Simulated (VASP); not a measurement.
A run of VASP 6.6.1 is set up as follows.

File INCAR:

```
ALGO = Normal
EDIFF = 1E-6
ENCUT = 520
GGA = PS
ISIF = 2
ISMEAR = 0
LASPH = T
LCHARG = F
LREAL = Auto
LWAVE = F
NBANDS = 86
NELM = 60
PREC = Accurate
SIGMA = 0.02
```

KPOINTS

```
Automatic mesh
0
Gamma
  2 2 2
  0.5 0.5 0.5
```

POSCAR

```
MgO
1.0
   -4.2140464025      4.2140464025     -4.2140464025
    4.2140464025      4.2140464025      4.2140464025
    4.2140464025     -4.2140464025     -4.2140464025
Mg O
16 16
Direct
    0.2500000000      0.7500000000      0.0000000000
    0.0000000000      0.0000000000      0.0000000000
    0.5000000000      0.7500000000      0.7500000000
    0.7500000000      0.2500000000      0.0000000000
    0.2500000000      0.0000000000      0.7500000000
    0.5000000000      0.5000000000      0.0000000000
    0.0000000000      0.2500000000      0.7500000000
    0.7500000000      0.7500000000      0.5000000000
    0.5000000000      0.0000000000      0.5000000000
    0.7500000000      0.5000000000      0.7500000000
    0.0000000000      0.7500000000      0.2500000000
    0.2500000000      0.2500000000      0.5000000000
    0.0000000000      0.5000000000      0.5000000000
    0.7500000000      0.0000000000      0.2500000000
    0.5000000000      0.2500000000      0.2500000000
    0.2500000000      0.5000000000      0.2500000000
    0.2500000000      0.5000000000      0.7500000000
    0.0000000000      0.7500000000      0.7500000000
    0.5000000000      0.5000000000      0.5000000000
    0.7500000000      0.0000000000      0.7500000000
    0.2500000000      0.7500000000      0.5000000000
    0.5000000000      0.2500000000      0.7500000000
    0.0000000000      0.0000000000      0.5000000000
    0.7500000000      0.5000000000      0.2500000000
    0.5000000000      0.7500000000      0.2500000000
    0.7500000000      0.2500000000      0.5000000000
    0.0000000000      0.5000000000      0.0000000000
    0.2500000000      0.0000000000      0.2500000000
    0.0000000000      0.2500000000      0.2500000000
    0.7500000000      0.7500000000      0.0000000000
    0.5000000000      0.0000000000      0.0000000000
    0.2500000000      0.2500000000      0.0000000000
```

Potentials or basis: VASP PAW PBE potentials, release 64 (Mg, O).

The run is started by

```sh
$ cat potpaw_PBE.64/Mg/POTCAR potpaw_PBE.64/O/POTCAR > POTCAR
$ mpirun -np 1 vasp_std > vasp.out
```

Q: What does it give for the band gap on the k mesh?

A: 6.08 eV.

Q: Predict the pressure.

A: -0.5 GPa.

Caveat: the PAW data sets were made with another functional, which shifts forces and pressure a little. A k mesh can miss the band edges.
